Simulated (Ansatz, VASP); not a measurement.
One calculation of CuO, two programs

```xyz
4
Lattice="2.0806 -2.0899 0.0000 2.0806 2.0899 0.0000 0.0000 0.0000 5.1505" Properties=species:S:1:pos:R:3 pbc="T T T"
Cu    1.0403   -1.0450    0.0000
Cu    1.0403    1.0450    2.5753
O     2.0806    0.0000    1.2876
O     2.0806    0.0000    3.8629
```

Alike in both runs: functional PBE; k mesh 16 × 16 × 10; occupations gaussian, width 0.1 eV; no spin polarisation.

Ansatz relaxed the structure, and its values are those at the end. VASP's run is a single point on that final structure, the one shown.

|  | VASP | Ansatz |
| --- | --- | --- |
| version | VASP 6.6.1 | Ansatz 0.2.0 |
| potentials or method | VASP PAW PBE potentials, release 64 (Cu, O), cutoff 520 eV | scalar-relativistic, plane waves, PAW |
| valence electrons in the cell | 34 | 50 |

|  | VASP | Ansatz | Ansatz less VASP |
| --- | --- | --- | --- |
| gap on the k mesh at the Fermi level (eV) | none | none | - |
| pressure (GPa) | 0.7 | 0.0 | -0.66 |

A gap of «none» marks a metal or a gap that the smearing closes. VASP's potentials hold 34 valence electrons a cell and Ansatz's 50, so a difference there can come from the potentials and not from the codes.
